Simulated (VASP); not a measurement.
## BeTe: single point with RPBE+D4

Crystal: BeTe.

```
Te Be
1.0
     0.00000    2.80645    2.80645
     2.80645    0.00000    2.80645
     2.80645    2.80645    0.00000
Te Be
1 1
Direct
  0.75000 0.75000 0.75000
  0.00000 0.00000 0.00000
```

```yaml
Program: VASP 6.6.1
Task: single point
Functional: RPBE
Dispersion: D4
Potentials_or_basis: VASP PAW PBE potentials, release 64 (Te, Be)
Cutoff: 520 eV
k_mesh: 8 × 8 × 8
Occupations: fermi-dirac, width 0.05 eV
Spin: no spin polarisation
```

The pressure is -1.6 GPa and the band gap on the k mesh is 2.04 eV, indirect (least direct gap 3.63 eV). The dispersion energy per atom is -0.620 eV.

Levels at points of the mesh, in eV from the valence-band top:
```tsv
k point	band 2	band 3	band 4	band 5	band 6	band 7
(0.00, 0.00, 0.00)	0.00	0.00	0.00	3.63	3.63	3.63
(0.50, 0.00, 0.00)	-5.59	-1.15	-1.15	3.15	4.61	4.61
(0.50, 0.50, 0.00)	-5.17	-2.68	-2.68	2.04	2.69	9.83
```

It took 10 s on 1 thread of AMD EPYC 9R45 96-Core Processor (Zen 5) (shared host), peak memory 0.14 GiB.

Caveat: the PAW data sets were made with another functional, which shifts forces and pressure a little; spin-orbit coupling is left out, which moves the levels of the heavy elements. A k mesh can miss the band edges.
